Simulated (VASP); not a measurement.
Set up this calculation in VASP 6.6.1, as the native input.

```
Task                   : single point
Functional             : PBE
Potentials or basis    : VASP PAW PBE potentials, release 64 (Al, O)
Cutoff                 : 600 eV
k mesh                 : 8 × 8 × 8
Occupations            : fermi-dirac, width 0.02 eV
Spin                   : no spin polarisation
Dipole correction      : no
Further INCAR settings : ALGO = Normal; EDIFF = 1e-06; NBANDS = 35
```

The structure of Al2O3 lies in POSCAR:

```
Al2O3
1.0
    2.3802500000      1.3742379782      4.3751853334
   -2.3802500000      1.3742379782      4.3751853334
    0.0000000000     -2.7484759565      4.3751853334
Al O
4 6
Direct
    0.3517866342      0.3517866342      0.3517866342
    0.1482133658      0.1482133658      0.1482133658
    0.6482133658      0.6482133658      0.6482133658
    0.8517866342      0.8517866342      0.8517866342
    0.5567385031      0.9432614969      0.2500000000
    0.2500000000      0.5567385031      0.9432614969
    0.9432614969      0.2500000000      0.5567385031
    0.4432614969      0.0567385031      0.7500000000
    0.7500000000      0.4432614969      0.0567385031
    0.0567385031      0.7500000000      0.4432614969
```

This cell differs from its parent crystal: z stretched by +1 %, then relaxed in part.

The input as run:

INCAR

```
PREC = Accurate ; ENCUT = 600
EDIFF = 1E-6 ; ISMEAR = -1
SIGMA = 0.02 ; LREAL = F
LASPH = T ; NELM = 120
ALGO = Normal ; ISIF = 2
LWAVE = F ; LCHARG = F
GGA = PE ; NBANDS = 35
GGA_COMPAT = F
```

KPOINTS

```
Automatic mesh
0
Gamma
  8 8 8
```

Potentials or basis: VASP PAW PBE potentials, release 64 (Al, O).

Launch:

```bash
$ cat potpaw_PBE.64/Al/POTCAR potpaw_PBE.64/O/POTCAR > POTCAR
$ mpirun -np 1 vasp_std > vasp.out
```

It gave:

```json
{"Pressure": "4.4 GPa", "Largest force": "0.011 eV/Å", "Band gap on the k mesh": "6.12 eV"}
```

Caveat: the cell differs from its parent crystal (z stretched by +1 %, then relaxed in part); the cell stands under pressure.

Wall time 3.2 min on 1 thread of Oxide Virtual Turin-like Processor, on a shared host, peak memory 0.32 GiB.
